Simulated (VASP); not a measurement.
# Ti3Se (P4/mmm) in VASP: relaxation of cell and atoms with PBE

Aim: the relaxation of cell and atoms of Ti3Se with PBE.

All numbers are computed with VASP 6.6.1; they aren't measurements. Logs are shortened: lines on timing, memory, paths and dates and some standing lists are left out, and cuts for length are marked.

## (1) The cell of the first run

Symmetry: P4/mmm, No. 123, tetragonal system. Conventional cell: a = 3.358 Å, b = 3.358 Å, c = 5.792 Å, α = 90.00°, β = 90.00°, γ = 90.00°. Within 3.6 Å of Ti (site symmetry 4mm) lie 4 Se at 2.75 Å and 10 Ti at 2.78 to 3.36 Å. Within 3.7 Å of Ti (site symmetry 4/mmm) lie 12 Ti at 2.81 to 3.36 Å and 2 Se at 2.90 Å. Se (site symmetry 4/mmm) has 10 Ti at 2.75 to 2.90 Å and 4 Se at 3.36 Å within 3.6 Å.

The cell was generated, and may not be a known phase.

## (2) Relaxation of cell and atoms, PBE

INCAR

```
SYSTEM = Ti3Se
PREC     = Accurate       ! precision mode
ENCUT    = 600            ! plane-wave cutoff, eV
EDIFF    = 1E-6           ! SCF threshold, eV
ISMEAR   = 0              ! smearing method
SIGMA    = 0.1            ! smearing width, eV
LREAL    = .FALSE.        ! projectors in reciprocal space
LASPH    = .TRUE.         ! aspherical terms in the spheres
NELM     = 60             ! most SCF steps
ALGO     = Normal         ! electronic algorithm
ISIF     = 3              ! what is computed and relaxed
LWAVE    = .FALSE.        ! write WAVECAR
LCHARG   = .FALSE.        ! write CHGCAR
GGA      = PE             ! functional
IBRION   = 2              ! ionic algorithm
NSW      = 100            ! ionic steps
EDIFFG   = -0.01          ! ionic threshold
```

KPOINTS

```
Automatic mesh
0
G
  14 14 8
  0 0 0
```

POSCAR

```
Ti3Se
1.0
    3.3581241305      0.0000000000      0.0000000000
    0.0000000000      3.3581241305      0.0000000000
    0.0000000000      0.0000000000      5.7923229754
Ti Se
3 1
Direct
    0.5000000000      0.5000000000      0.2603261713
    0.5000000000      0.5000000000      0.7396738287
    0.0000000000      0.0000000000      0.0000000000
    0.0000000000      0.0000000000      0.5000000000
```

Potentials or basis: VASP PAW PBE potentials, release 64 (Ti_sv, Se).

On the command line:

```console
$ cat potpaw_PBE.64/Ti_sv/POTCAR potpaw_PBE.64/Se/POTCAR > POTCAR
$ mpirun -np 1 vasp_std > vasp.out
```

OUTCAR:

```text
SYSTEM = Ti3Se
   PREC = Accurate
   ENCUT = 600
   EDIFF = 1E-6
   ISMEAR = 0
   LREAL = .FALSE.
   LASPH = .TRUE.
   NELM = 60
   ISIF = 3
   GGA = PE
   IBRION = 2
   NSW = 100
   EDIFFG = -0.01

 ion  position               nearest neighbor table
   1  0.500  0.500  0.260-   4 2.75   4 2.75   4 2.75   4 2.75   2 2.78   3 2.81   3 2.81   3 2.81
                             3 2.81
   2  0.500  0.500  0.740-   4 2.75   4 2.75   4 2.75   4 2.75   1 2.78   3 2.81   3 2.81   3 2.81
                             3 2.81
   3  0.000  0.000  0.000-   1 2.81   2 2.81   1 2.81   2 2.81   1 2.81   2 2.81   1 2.81   2 2.81

   4  0.000  0.000  0.500-   1 2.75   2 2.75   1 2.75   2 2.75   1 2.75   2 2.75   1 2.75   2 2.75

  LATTYP: Found a simple tetragonal cell.
 ALAT       =     3.3581241305
 C/A-ratio  =     1.7248686321

  Lattice vectors:

 A1 = (   3.3581241305,   0.0000000000,   0.0000000000)
 A2 = (   0.0000000000,   3.3581241305,   0.0000000000)
 A3 = (   0.0000000000,   0.0000000000,   5.7923229754)

Analysis of symmetry for initial positions (statically):
=====================================================================
 Subroutine PRICEL returns:
 Original cell was already a primitive cell.

 Routine SETGRP: Setting up the symmetry group for a
 simple tetragonal supercell.

 Subroutine GETGRP returns: Found 16 space group operations
 (whereof 16 operations were pure point group operations)
 out of a pool of 16 trial point group operations.

The static configuration has the point symmetry D_4h.

Analysis of symmetry for dynamics (positions and initial velocities):
=====================================================================
 Subroutine PRICEL returns:
 Original cell was already a primitive cell.

 Routine SETGRP: Setting up the symmetry group for a
 simple tetragonal supercell.

 Subroutine GETGRP returns: Found 16 space group operations
 (whereof 16 operations were pure point group operations)
 out of a pool of 16 trial point group operations.

The dynamic configuration has the point symmetry D_4h.

 Subroutine INISYM returns: Found 16 space group operations
 (whereof 16 operations are pure point group operations),
[... 158 lines left out ...]
  Total       -0.0212764     -0.0212764      0.0794136      0.0000000      0.0000000      0.0000000
  in kB       -0.5218691     -0.5218691      1.9478668      0.0000000      0.0000000      0.0000000
  external PRESSURE =       0.3013762 kB  Pullay stress =       0.0000000 kB

 VOLUME and BASIS-vectors are now :
 -----------------------------------------------------------------------------
  energy-cutoff  :      600.00
  volume of cell :       65.32
      direct lattice vectors                 reciprocal lattice vectors
     3.358124130  0.000000000  0.000000000     0.297785300  0.000000000  0.000000000
     0.000000000  3.358124130  0.000000000     0.000000000  0.297785300  0.000000000
     0.000000000  0.000000000  5.792322975     0.000000000  0.000000000  0.172642307

 POSITION                                       TOTAL-FORCE (eV/Angst)
 -----------------------------------------------------------------------------------
      1.67906      1.67906      1.50789        -0.000000     -0.000000     -0.006842
      1.67906      1.67906      4.28443        -0.000000      0.000000      0.006842
      0.00000      0.00000      0.00000         0.000000      0.000000     -0.000000
      0.00000      0.00000      2.89616         0.000000      0.000000     -0.000000
 -----------------------------------------------------------------------------------
    total drift:                                0.000000      0.000000     -0.000000

  FREE ENERGIE OF THE ION-ELECTRON SYSTEM (eV)
  ---------------------------------------------------
  free  energy   TOTEN  =       -28.9290527662 eV

  energy  without entropy=      -28.9092117446  energy(sigma->0) =      -28.91913226

--------------------------------------- Ionic step        2  -------------------------------------------

 number of electron      42.0000015 magnetization

 Free energy of the ion-electron system (eV)
  ---------------------------------------------------
  ext. energy  EPLUGINS =         0.00000000
  ---------------------------------------------------
  free energy    TOTEN  =       -28.92910789 eV

  energy without entropy =      -28.90926171  energy(sigma->0) =      -28.91918480

 E-fermi :   9.1304     XC(G=0): -11.7195

 val. band max:        9.1250927820   @ k =   0.4286   0.1429   0.0000
 cond. band min:       9.1323444454   @ k =   0.5000   0.0714   0.3750
 fundamental gap:      0.0072516634
 Fermi energy:         9.1304484938

 k-point     1 :       0.0000    0.0000    0.0000
  band No.  band energies     occupation
      1     -47.7008      2.00000
      2     -47.6364      2.00000
      3     -47.2396      2.00000
      4     -24.0684      2.00000
      5     -24.0357      2.00000
      6     -24.0357      2.00000
[... 661 lines left out ...]
     24      10.4984      0.00000
     25      10.7764      0.00000

 [... further k-points ...]

------------------------ aborting loop because EDIFF is reached ----------------------------------------

  FORCE on cell =-STRESS in cart. coord.  units (eV):
  Direction    XX          YY          ZZ          XY          YZ          ZX
  --------------------------------------------------------------------------------------
  -------------------------------------------------------------------------------------
  Total       -0.0026463     -0.0026463      0.0139019      0.0000000      0.0000000      0.0000000
  in kB       -0.0648798     -0.0648798      0.3408354      0.0000000      0.0000000      0.0000000
  external PRESSURE =       0.0703586 kB  Pullay stress =       0.0000000 kB

 VOLUME and BASIS-vectors are now :
 -----------------------------------------------------------------------------
  energy-cutoff  :      600.00
  volume of cell :       65.35
      direct lattice vectors                 reciprocal lattice vectors
     3.357262412  0.000000000  0.000000000     0.297861733 -0.000000000 -0.000000000
     0.000000000  3.357262412 -0.000000000     0.000000000  0.297861733  0.000000000
     0.000000000  0.000000000  5.797870751     0.000000000  0.000000000  0.172477111

 POSITION                                       TOTAL-FORCE (eV/Angst)
 -----------------------------------------------------------------------------------
      1.67863      1.67863      1.50901         0.000000     -0.000000      0.000726
      1.67863      1.67863      4.28886        -0.000000      0.000000     -0.000726
      0.00000      0.00000      5.79787        -0.000000     -0.000000      0.000000
      0.00000      0.00000      2.89894        -0.000000     -0.000000      0.000000
 -----------------------------------------------------------------------------------
    total drift:                                0.000000      0.000000     -0.000000

  FREE ENERGIE OF THE ION-ELECTRON SYSTEM (eV)
  ---------------------------------------------------
  free  energy   TOTEN  =       -28.9291078864 eV

  energy  without entropy=      -28.9092617085  energy(sigma->0) =      -28.91918480

 reached required accuracy - stopping structural energy minimisation
```

OSZICAR:

```text
N       E                     dE             d eps       ncg     rms          rms(c)
DAV:   1     0.531282427088E+03    0.53128E+03   -0.23625E+04  9000   0.221E+03
DAV:   2     0.336316672923E+02   -0.49765E+03   -0.49365E+03  9009   0.603E+02
DAV:   3    -0.269664998779E+02   -0.60598E+02   -0.59825E+02 16254   0.175E+02
DAV:   4    -0.320458416114E+02   -0.50793E+01   -0.50522E+01 13774   0.435E+01
[... 14 lines left out ...]
DAV:   2    -0.289291995286E+02    0.11124E-03   -0.18312E-03  9949   0.393E-01    0.715E-02
DAV:   3    -0.289291490142E+02    0.50514E-04   -0.83273E-04 13436   0.264E-01    0.561E-02
DAV:   4    -0.289291105067E+02    0.38507E-04   -0.55871E-04 13723   0.198E-01    0.177E-02
DAV:   5    -0.289291079559E+02    0.25508E-05   -0.40000E-05 11243   0.586E-02    0.738E-03
DAV:   6    -0.289291078864E+02    0.69488E-07   -0.42898E-06  9862   0.175E-02
   2 F= -.28929108E+02 E0= -.28919185E+02  d E =-.551202E-04
```

CONTCAR:

```text
Ti3Se
   1.00000000000000
     3.3572624123340220    0.0000000000000000    0.0000000000000000
     0.0000000000000000    3.3572624123340220   -0.0000000000000000
     0.0000000000000000    0.0000000000000000    5.7978707513068342
  Ti              Se
     3     1
Direct
     0.5000000000000000    0.5000000000000000    0.2602691860575223
     0.5000000000000000    0.5000000000000000    0.7397308139424777
     0.0000000000000000    0.0000000000000000    1.0000000000000000
     0.0000000000000000    0.0000000000000000    0.5000000000000000

  0.00000000E+00  0.00000000E+00  0.00000000E+00
  0.00000000E+00  0.00000000E+00  0.00000000E+00
  0.00000000E+00  0.00000000E+00  0.00000000E+00
  0.00000000E+00  0.00000000E+00  0.00000000E+00
```

It took 7.2 min on 1 thread of Intel Xeon Platinum 8375C at 2.90GHz (Ice Lake), shared host; peak memory 0.44 GiB.

Results:

- Free energy: -28.9291 eV
- Relaxed volume: 16.34 Å³/atom
- Relaxed cell: a = 3.357 Å, b = 3.357 Å, c = 5.798 Å, α = 90.00°, β = 90.00°, γ = 90.00°
- Space group after relaxing (to 0.1 Å): P4/mmm (No. 123)
- Energy gained by relaxing: 0.0 meV/atom
- Ionic steps: 2
- Pressure after relaxing: 0.0 GPa
- Band gap on the k mesh: zero (bands 21 and 22 overlap by 1.19 eV)

Final structure:
```
Ti Se
1.0
     3.35726    0.00000    0.00000
     0.00000    3.35726    0.00000
     0.00000    0.00000    5.79787
Ti Se
3 1
Direct
  0.50000 0.50000 0.26027
  0.50000 0.50000 0.73973
  0.00000 0.00000 0.00000
  0.00000 0.00000 0.50000
```

Levels at points of the mesh, in eV from the Fermi level:
| k point | band 17 | band 18 | band 19 | band 20 | band 21 | band 22 | band 23 | band 24 | band 25 |
| --- | --- | --- | --- | --- | --- | --- | --- | --- | --- |
| (0.00, 0.00, 0.00) | -3.09 | -2.30 | -1.73 | -0.26 | 0.56 | 0.99 | 0.99 | 1.45 | 1.64 |
| (0.50, 0.00, 0.00) | -2.61 | -2.29 | -0.82 | -0.59 | -0.51 | -0.35 | 0.94 | 1.58 | 1.91 |
| (0.50, 0.50, 0.00) | -2.33 | -0.54 | -0.54 | -0.45 | -0.45 | -0.19 | 0.69 | 1.80 | 1.80 |
| (0.00, 0.00, 0.50) | -2.83 | -1.83 | -1.25 | -0.97 | 0.73 | 0.81 | 0.81 | 1.41 | 1.42 |
| (0.50, 0.00, 0.50) | -2.12 | -2.04 | -1.02 | -0.06 | 0.32 | 0.39 | 0.53 | 0.73 | 1.44 |
| (0.50, 0.50, 0.50) | -1.34 | -0.55 | -0.55 | -0.42 | -0.33 | -0.33 | 0.91 | 2.25 | 2.25 |
